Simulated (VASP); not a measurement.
Set up this calculation in VASP 6.6.1, as the native input.

```
Task                   : single point
Functional             : PBE
Potentials or basis    : VASP PAW PBE potentials, release 64 (Na_pv)
Cutoff                 : 400 eV
k mesh                 : 4 × 4 × 4
Occupations            : gaussian, width 0.1 eV
Spin                   : no spin polarisation
Dipole correction      : no
Further INCAR settings : ALGO = Normal; EDIFF = 1e-06; NBANDS = 10
```

The structure of Na lies in POSCAR:

```
Na
1.0
    0.0000000000      5.5346560000      5.5346560000
    5.5346560000      0.0000000000      5.5346560000
    5.5346560000      5.5346560000      0.0000000000
Na
1
Direct
    0.5000000000      0.5000000000      0.5000000000
```

One way to write it, as run:

INCAR

```
SYSTEM = Na
PREC     = Accurate       ! precision mode
ENCUT    = 400            ! plane-wave cutoff, eV
EDIFF    = 1E-6           ! SCF threshold, eV
ISMEAR   = 0              ! smearing method
SIGMA    = 0.1            ! smearing width, eV
LREAL    = .FALSE.        ! projectors in reciprocal space
LASPH    = .TRUE.         ! aspherical terms in the spheres
NELM     = 120            ! most SCF steps
ALGO     = Normal         ! electronic algorithm
ISIF     = 2              ! what is computed and relaxed
LWAVE    = .FALSE.        ! write WAVECAR
LCHARG   = .FALSE.        ! write CHGCAR
GGA      = PE             ! functional
NBANDS   = 10             ! bands
GGA_COMPAT= .FALSE.
```

KPOINTS

```
Automatic mesh
0
G
  4 4 4
  0 0 0
```

Potentials or basis: VASP PAW PBE potentials, release 64 (Na_pv).

The run is started by

```bash
$ cat potpaw_PBE.64/Na_pv/POTCAR > POTCAR
$ mpirun -np 1 vasp_std > vasp.out
```

It gave:

The pressure is -0.1 GPa and the band gap on the k mesh is zero (an odd number of electrons rules out a gap without spin polarisation).

It took 41 s on 1 thread of Intel Xeon 8259CL (shared host), peak memory 0.37 GiB.
